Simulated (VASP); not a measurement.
# SiC (P6_3mc) in VASP: a series of runs

The runs below take SiC through single point, with PBEsol.

All numbers are computed with VASP 6.6.1; they aren't measurements. Logs are shortened: lines on timing, memory, paths and dates and some standing lists are left out, and cuts for length are marked.

## Step 1: The cell of the first run

The structure is hexagonal, space group P6_3mc (No. 186). Conventional cell: a = 3.222 Å, b = 3.222 Å, c = 9.538 Å, α = 90.00°, β = 90.00°, γ = 120.00°. Within 2.4 Å of Si (site symmetry 3m) lie 4 C at 1.79 to 1.95 Å. Si (site symmetry 3m) has 4 C at 1.79 to 1.95 Å within 2.4 Å. Within 2.4 Å of C (site symmetry 3m) lie 4 Si at 1.79 to 1.95 Å. C (site symmetry 3m) has 4 Si at 1.79 to 1.95 Å within 2.4 Å.

## Step 2: Single point, PBEsol

Input file INCAR:

```
PREC = Accurate
ENCUT = 520
EDIFF = 1E-6
ISMEAR = 0
SIGMA = 0.05
LREAL = F
LASPH = T
NELM = 100
ALGO = Normal
ISIF = 2
LWAVE = F
LCHARG = T
GGA = PS
LELF = T
LVHAR = T
NBANDS = 26
```

Input file KPOINTS:

```
Automatic mesh
0
Gamma
  12 12 4
```

Input file POSCAR:

```
SiC
1.0
    3.2217000000      0.0000000000      0.0000000000
   -1.6108500000      2.7900740434      0.0000000000
    0.0000000000      0.0000000000      9.5384000000
Si C
4 4
Direct
    0.6666666667      0.3333333333      0.9378278494
    0.3333333333      0.6666666667      0.4378278494
    0.0000000000      0.0000000000      0.6878973398
    0.0000000000      0.0000000000      0.1878973398
    0.6666666667      0.3333333333      0.7498191768
    0.3333333333      0.6666666667      0.2498191768
    0.0000000000      0.0000000000      0.5004546340
    0.0000000000      0.0000000000      0.0004546340
```

Potentials or basis: VASP PAW PBE potentials, release 64 (Si, C).

Command:

```sh
$ cat potpaw_PBE.64/Si/POTCAR potpaw_PBE.64/C/POTCAR > POTCAR
$ mpirun -np 1 vasp_std > vasp.out
```

OUTCAR:

```text
PREC = Accurate
   ENCUT = 520
   EDIFF = 1E-6
   ISMEAR = 0
   LREAL = F
   LASPH = T
   NELM = 100
   ISIF = 2
   GGA = PS

 ion  position               nearest neighbor table
   1  0.667  0.333  0.938-   5 1.79   8 1.95   8 1.95   8 1.95   3 3.02   3 3.02   3 3.02   4 3.02
                             4 3.02   4 3.02
   2  0.333  0.667  0.438-   6 1.79   7 1.95   7 1.95   7 1.95   4 3.02   4 3.02   4 3.02   3 3.02
                             3 3.02   3 3.02
   3  0.000  0.000  0.688-   7 1.79   5 1.95   5 1.95   5 1.95   1 3.02   1 3.02   1 3.02   2 3.02
                             2 3.02   2 3.02
   4  0.000  0.000  0.188-   8 1.79   6 1.95   6 1.95   6 1.95   2 3.02   2 3.02   2 3.02   1 3.02
                             1 3.02   1 3.02
   5  0.667  0.333  0.750-   1 1.79   3 1.95   3 1.95   3 1.95
   6  0.333  0.667  0.250-   2 1.79   4 1.95   4 1.95   4 1.95
   7  0.000  0.000  0.500-   3 1.79   2 1.95   2 1.95   2 1.95
   8  0.000  0.000  0.000-   4 1.79   1 1.95   1 1.95   1 1.95

  LATTYP: Found a hexagonal cell.
 ALAT       =     3.2217000000
 C/A-ratio  =     2.9606729366

  Lattice vectors:

 A1 = (   3.2217000000,   0.0000000000,   0.0000000000)
 A2 = (  -1.6108500000,   2.7900740434,   0.0000000000)
 A3 = (   0.0000000000,   0.0000000000,   9.5384000000)

Analysis of symmetry for initial positions (statically):
=====================================================================
 Subroutine PRICEL returns:
 Original cell was already a primitive cell.

 Routine SETGRP: Setting up the symmetry group for a
 hexagonal supercell.

 Subroutine GETGRP returns: Found 12 space group operations
 (whereof  6 operations were pure point group operations)
 out of a pool of 24 trial point group operations.

The static configuration has the point symmetry C_3v.
 The point group associated with its full space group is C_6v.

Analysis of symmetry for dynamics (positions and initial velocities):
=====================================================================
 Subroutine PRICEL returns:
 Original cell was already a primitive cell.

 Routine SETGRP: Setting up the symmetry group for a
 hexagonal supercell.

 Subroutine GETGRP returns: Found 12 space group operations
 (whereof  6 operations were pure point group operations)
 out of a pool of 24 trial point group operations.

The dynamic configuration has the point symmetry C_3v.
 The point group associated with its full space group is C_6v.

 Subroutine INISYM returns: Found 12 space group operations
 (whereof  6 operations are pure point group operations),
 and found     1 'primitive' translations

----------------------------------------------------------------------------------------

                                     Primitive cell

  volume of cell :      85.7386

  direct lattice vectors                    reciprocal lattice vectors
     3.221700000  0.000000000  0.000000000     0.310395133  0.179206714  0.000000000
    -1.610850000  2.790074043  0.000000000     0.000000000  0.358413427  0.000000000
     0.000000000  0.000000000  9.538400000     0.000000000  0.000000000  0.104839386

  length of vectors
     3.221700000  3.221700000  9.538400000     0.358413427  0.358413427  0.104839386

  position of ions in fractional coordinates (direct lattice)
     0.666666667  0.333333333  0.937827849
     0.333333333  0.666666667  0.437827849
     0.000000000  0.000000000  0.687897340
     0.000000000  0.000000000  0.187897340
     0.666666667  0.333333333  0.749819177
     0.333333333  0.666666667  0.249819177
     0.000000000  0.000000000  0.500454634
     0.000000000  0.000000000  0.000454634

  ion indices of the primitive-cell ions
   primitive index   ion index
                 1           1
                 2           2
                 3           3
                 4           4
                 5           5
                 6           6
                 7           7
                 8           8

----------------------------------------------------------------------------------------

 KPOINTS: Automatic mesh

Automatic generation of k-mesh.
 Grid dimensions read from file:
 generate k-points for:   12   12    4

 Generating k-lattice:

  Cartesian coordinates                     Fractional coordinates (reciprocal lattice)
     0.025866261  0.014933893  0.000000000     0.083333333  0.000000000  0.000000000
     0.000000000  0.029867786  0.000000000     0.000000000  0.083333333  0.000000000
     0.000000000  0.000000000  0.026209847     0.000000000  0.000000000  0.250000000

  Length of vectors
     0.029867786  0.029867786  0.026209847

  Shift w.r.t. Gamma in fractional coordinates (k-lattice)
     0.000000000  0.000000000  0.000000000

 Subroutine IBZKPT returns following result:
 ===========================================

 Found     57 irreducible k-points:

 Following reciprocal coordinates:
            Coordinates               Weight
  0.000000  0.000000  0.000000      1.000000
  0.083333  0.000000  0.000000      6.000000
  0.166667  0.000000  0.000000      6.000000
  0.250000  0.000000  0.000000      6.000000
  0.333333  0.000000  0.000000      6.000000
  0.416667  0.000000  0.000000      6.000000
[... 16 lines left out ...]
  0.250000  0.000000  0.250000     12.000000
  0.333333  0.000000  0.250000     12.000000
 [... further k-points ...]
   k-points           NKPTS =     57   k-points in BZ     NKDIM =     57   number of bands    NBANDS=     26
   number of dos      NEDOS =    301   number of ions     NIONS =      8
   total plane-waves  NPLWV =  41472
   dimension x,y,z NGX =    24 NGY =   24 NGZ =   72
   dimension x,y,z NGXF=    48 NGYF=   48 NGZF=  144
   ions per type =               4   4
   NGX,Y,Z   is equivalent  to a cutoff of  12.38, 12.38, 12.55 a.u.
   NGXF,Y,Z  is equivalent  to a cutoff of  24.77, 24.77, 25.10 a.u.
 SYSTEM =  unknown system
   PREC   = accura    normal or accurate (medium, high low for compatibility)
   ISTART =      0    job   : 0-new  1-cont  2-samecut
   ICHARG =      2    charge: 1-file 2-atom 10-const
   ISPIN  =      1    spin polarized calculation?
   LNONCOLLINEAR =      F non collinear calculations
   LSORBIT =      F    spin-orbit coupling
   LASPH  =      T    aspherical Exc in radial PAW
   ENCUT  =  520.0 eV  38.22 Ry    6.18 a.u.   5.99  5.99 17.74*2*pi/ulx,y,z
   NELM   =    100;   NELMIN=  2; NELMDL= -5     # of ELM steps
   EDIFF  = 0.1E-05   stopping-criterion for ELM
   LREAL  =      F    real-space projection
   EDIFFG = 0.1E-04   stopping-criterion for IOM
   NSW    =      0    number of steps for IOM
   IBRION =     -1    ionic relax: 0-MD 1-quasi-New 2-CG
   NFREE  =      0    steps in history (QN), initial steepest desc. (CG)
   ISIF   =      2    stress and relaxation
   ISYM   =      2    0-nonsym 1-usesym 2-fastsym
   POTIM  = 0.5000    time-step for ionic-motion
   TEBEG  =    0.0;   TEEND  =   0.0 temperature during run
   PSTRESS=    0.0 pullay stress
   NELECT =      32.0000    total number of electrons
   NUPDOWN=      -1.0000    fix difference up-down
   EMIN   =  10.00;   EMAX   =-10.00  energy-range for DOS
   EFERMI =   0.00;   METHOD = LEGACY
   ISMEAR =     0;   SIGMA  =   0.05  broadening in eV -4-tet -1-fermi 0-gaus
   EFERMI_NEDOS =   21; number of points for ismear=-14 and -15
   IALGO  =     38    algorithm
   IMIX   =      4    mixing-type and parameters
     AMIX     =   0.40;   BMIX     =  1.00
     AMIX_MAG =   1.60;   BMIX_MAG =  1.00
  volume/ion in A,a.u.               =      10.72        72.32
  Fermi-wavevector in a.u.,A,eV,Ry     =   1.178689  2.227400 18.902692  1.389309
  Thomas-Fermi vector in A             =   2.315014
   LORBIT       =      0    0 simple, 1 ext, 2 COOP (PROOUT), +10 PAW based schemes
   GGA     = PS    functional components
   LHFCALC =     F    Hartree Fock is set to
   AEXX    =    0.0000 exact exchange contribution
   IVDW    =     0    specifies the selected vdW correction
   LEPSILON=     F    determine dielectric tensor
   LRPA    =     F    only Hartree local field effects (RPA)
 non-spin polarized calculation
 Gauss-broadening in eV      SIGMA  =   0.05
  energy-cutoff  :      520.00
  volume of cell :       85.74
 maximum number of plane-waves:      2346
 NGX is ok and might be reduce to    24
   NGX = 11   NGY = 11   NGZ = 35

 number of electron      32.0000000 magnetization

 Free energy of the ion-electron system (eV)
  ---------------------------------------------------
  ext. energy  EPLUGINS =         0.00000000
  ---------------------------------------------------
  free energy    TOTEN  =       -62.64362551 eV

  energy without entropy =      -62.64362551  energy(sigma->0) =      -62.64362551

 E-fermi :   8.1468     XC(G=0): -11.3418

 val. band max:        7.8905549953   @ k =   0.0000   0.0000   0.0000
 cond. band min:       9.4065558607   @ k =   0.5000   0.0000   0.0000
 fundamental gap:      1.5160008654
 Fermi energy:         8.1468154335

 k-point     1 :       0.0000    0.0000    0.0000
  band No.  band energies     occupation
      1      -7.5234      2.00000
      2      -6.2020      2.00000
      3      -6.1192      2.00000
      4      -3.2585      2.00000
      5      -0.5402      2.00000
      6       4.0712      2.00000
[... 18 lines left out ...]
     25      15.0584      0.00000
     26      15.0601      0.00000

 k-point     2 :       0.0833    0.0000    0.0000
  band No.  band energies     occupation
      1      -7.4149      2.00000
      2      -6.0985      2.00000
      3      -6.0149      2.00000
      4      -3.1785      2.00000
      5      -0.4438      2.00000
      6       4.0049      2.00000
[... 18 lines left out ...]
     25      14.7266      0.00000
     26      15.2191      0.00000

 k-point     3 :       0.1667    0.0000    0.0000
  band No.  band energies     occupation
      1      -7.0923      2.00000
      2      -5.7923      2.00000
      3      -5.7061      2.00000
      4      -2.9530      2.00000
      5      -0.1659      2.00000
      6       3.4660      2.00000
[... 572 lines left out ...]
 k-point    23 :       0.2500    0.0000    0.2500
  band No.  band energies     occupation
      1      -6.4820      2.00000
      2      -5.8202      2.00000
      3      -4.5564      2.00000
      4      -3.0164      2.00000
      5       0.6155      2.00000
      6       1.9308      2.00000
[... 18 lines left out ...]
     25      15.6060      0.00000
     26      15.8696      0.00000

 k-point    24 :       0.3333    0.0000    0.2500
  band No.  band energies     occupation
      1      -5.7799      2.00000
      2      -5.1489      2.00000
      3      -3.9734      2.00000
      4      -2.6807      2.00000
      5       0.4097      2.00000
      6       0.8725      2.00000
[... 18 lines left out ...]
     25      16.2539      0.00000
     26      16.4599      0.00000

 [... further k-points ...]
[... 5 lines left out ...]
  --------------------------------------------------------------------------------------
  -------------------------------------------------------------------------------------
  Total      -12.1204863    -12.1204863     17.2529606      0.0000000      0.0000000      0.0000000
  in kB     -226.4927320   -226.4927320    322.4020950      0.0000000      0.0000000      0.0000000
  external PRESSURE =     -43.5277897 kB  Pullay stress =       0.0000000 kB

 VOLUME and BASIS-vectors are now :
 -----------------------------------------------------------------------------
  energy-cutoff  :      520.00
  volume of cell :       85.74
      direct lattice vectors                 reciprocal lattice vectors
     3.221700000  0.000000000  0.000000000     0.310395133  0.179206714  0.000000000
    -1.610850000  2.790074043  0.000000000     0.000000000  0.358413427  0.000000000
     0.000000000  0.000000000  9.538400000     0.000000000  0.000000000  0.104839386

 POSITION                                       TOTAL-FORCE (eV/Angst)
 -----------------------------------------------------------------------------------
      1.61085      0.93002      8.94538        -0.000000      0.000000      1.276937
     -0.00000      1.86005      4.17618         0.000000     -0.000000      1.276937
      0.00000      0.00000      6.56144         0.000000     -0.000000      1.428515
      0.00000      0.00000      1.79224        -0.000000      0.000000      1.428515
      1.61085      0.93002      7.15208        -0.000000     -0.000000     -1.414190
     -0.00000      1.86005      2.38288        -0.000000      0.000000     -1.414190
      0.00000      0.00000      4.77354         0.000000     -0.000000     -1.291262
      0.00000      0.00000      0.00434        -0.000000     -0.000000     -1.291262
 -----------------------------------------------------------------------------------
    total drift:                               -0.000000     -0.000000     -0.002144

  FREE ENERGIE OF THE ION-ELECTRON SYSTEM (eV)
  ---------------------------------------------------
  free  energy   TOTEN  =       -62.6436255130 eV

  energy  without entropy=      -62.6436255130  energy(sigma->0) =      -62.64362551
```

It took 1.9 min on 1 thread of AMD EPYC 7R43 (Zen 3), shared host; peak memory 0.21 GiB.

What came out:

- Free energy: -62.6436 eV
- Pressure: -4.4 GPa
- Largest force: 1.429 eV/Å
- Band gap on the k mesh: 1.52 eV, indirect (least direct gap 2.58 eV)

Forces on the atoms (eV/Å):
```
Si   0.000  0.000  1.277
Si   0.000  0.000  1.277
Si   0.000  0.000  1.429
Si   0.000  0.000  1.429
C    0.000  0.000 -1.414
C    0.000  0.000 -1.414
C    0.000  0.000 -1.291
C    0.000  0.000 -1.291
```

Caveat: the PAW data sets were made with another functional, which shifts forces and pressure a little.

## Step 3: Single point, PBEsol

This run uses another cell than the first one, of 10.82 Å³/atom, 1.010 times its volume.

Input file INCAR:

```
SYSTEM = SiC
ALGO = Normal ; EDIFF = 1E-6
ENCUT = 520 ; GGA = PS
ISIF = 2 ; ISMEAR = 0
LASPH = .TRUE. ; LCHARG = .FALSE.
LREAL = .FALSE. ; LWAVE = .FALSE.
NBANDS = 26 ; NELM = 100
PREC = Accurate ; SIGMA = 0.05
```

Input file KPOINTS:

```
k-points
0
G
  12 12 4
  0 0 0
```

POSCAR: that of step 2 with these lines changed.

```diff
@@ -2,5 +2,5 @@
 1.0
-    3.2217000000      0.0000000000      0.0000000000
-   -1.6108500000      2.7900740434      0.0000000000
-    0.0000000000      0.0000000000      9.5384000000
+    3.1499000000      0.0000000000      0.0000000000
+   -1.5749500000      2.7278934194      0.0000000000
+    0.0000000000      0.0000000000     10.0758090153
 Si C
```

Potentials or basis: VASP PAW PBE potentials, release 64 (Si, C).

Command:

```sh
$ cat potpaw_PBE.64/Si/POTCAR potpaw_PBE.64/C/POTCAR > POTCAR
$ mpirun -np 1 vasp_std > vasp.out
```

Run time: 2.3 min. Hardware: 1 thread of AMD EPYC 7R43 (Zen 3), shared host; peak memory 0.21 GiB.

Results (log left out):

* Free energy: -63.5133 eV
* Pressure: -8.9 GPa
* Largest force: 0.218 eV/Å
* Band gap on the k mesh: 2.07 eV, indirect (least direct gap 3.17 eV)

Forces in eV/Å, atoms in the order of the input:
```
Si   0.000  0.000  0.198
Si   0.000  0.000  0.198
Si   0.000  0.000  0.207
Si   0.000  0.000  0.207
C    0.000  0.000 -0.218
C    0.000  0.000 -0.218
C    0.000  0.000 -0.187
C    0.000  0.000 -0.187
```

Stress tensor (GPa, compression positive):
```
-12.83   0.00   0.00
  0.00 -12.83   0.00
  0.00   0.00  -1.14
```

Levels at points of the mesh, in eV from the valence-band top:
| k point | band 13 | band 14 | band 15 | band 16 | band 17 | band 18 | band 19 | band 20 |
| --- | --- | --- | --- | --- | --- | --- | --- | --- |
| (0.00, 0.00, 0.00) | -0.69 | -0.05 | -0.05 | 0.00 | 4.28 | 4.91 | 5.58 | 5.74 |
| (0.50, 0.00, 0.00) | -2.40 | -2.11 | -1.52 | -1.09 | 2.07 | 2.13 | 3.87 | 4.47 |
| (0.00, 0.00, 0.50) | -0.28 | -0.28 | -0.28 | -0.28 | 4.51 | 4.51 | 5.99 | 5.99 |
| (0.50, 0.00, 0.50) | -2.46 | -2.46 | -1.55 | -1.55 | 2.40 | 2.40 | 4.02 | 4.02 |

Caveat: the PAW data sets were made with another functional, which shifts forces and pressure a little. A k mesh can miss the band edges.

## Step 4: Single point, PBEsol

This run uses another cell than the first one, of 10.88 Å³/atom, 1.016 times its volume.

Input file INCAR:

```
PREC = Accurate
ENCUT = 520
EDIFF = 1E-6
ISMEAR = 0
SIGMA = 0.05
LREAL = F
LASPH = T
NELM = 100
ALGO = Normal
ISIF = 2
LWAVE = F
LCHARG = T
GGA = PS
LELF = T
LVHAR = T
NBANDS = 26
```

Input file KPOINTS:

```
regular mesh
0
Gamma
  12 12 4
```

POSCAR: that of step 3 with these lines changed.

```diff
@@ -2,5 +2,5 @@
 1.0
-    3.1499000000      0.0000000000      0.0000000000
-   -1.5749500000      2.7278934194      0.0000000000
-    0.0000000000      0.0000000000     10.0758090153
+    3.2935000000      0.0000000000      0.0000000000
+   -1.6467500000      2.8522546674      0.0000000000
+    0.0000000000      0.0000000000      9.2697000000
 Si C
```

Command:

```sh
$ cat potpaw_PBE.64/Si/POTCAR potpaw_PBE.64/C/POTCAR > POTCAR
$ mpirun -np 1 vasp_std > vasp.out
```

It took 2.6 min on 1 thread of AMD EPYC 7R43 (Zen 3), shared host; peak memory 0.21 GiB.

The run converged. Its results:

```
Free energy            : -61.3616 eV
Pressure               : -3.5 GPa
Largest force          : 2.503 eV/Å
Band gap on the k mesh : 1.23 eV, indirect (least direct gap 2.11 eV)
```

Forces in eV/Å, atoms in the order of the input:
```
Si   0.000  0.000  2.238
Si   0.000  0.000  2.238
Si   0.000  0.000  2.503
Si   0.000  0.000  2.503
C    0.000  0.000 -2.466
C    0.000  0.000 -2.466
C    0.000  0.000 -2.275
C    0.000  0.000 -2.275
```

Stress tensor (GPa, compression positive):
```
-30.93   0.00   0.00
  0.00 -30.93   0.00
  0.00   0.00  51.22
```

Levels at points of the mesh, in eV from the valence-band top:
```csv
k point,band 12,band 13,band 14,band 15,band 16,band 17,band 18,band 19,band 20,band 21
"(0.00, 0.00, 0.00)",-1.24,-1.24,-0.27,-0.27,0.00,2.38,3.32,4.37,4.67,5.39
"(0.50, 0.00, 0.00)",-2.90,-2.78,-1.59,-1.22,-0.87,1.23,2.07,3.43,4.90,5.61
"(0.00, 0.00, 0.50)",-1.04,-0.64,-0.64,-0.64,-0.64,2.72,2.72,4.76,4.76,5.59
"(0.50, 0.00, 0.50)",-3.23,-2.34,-2.34,-1.60,-1.60,1.71,1.71,4.23,4.23,6.13
```

Caveat: the PAW data sets were made with another functional, which shifts forces and pressure a little.

(Continued in part 2 of 2.)
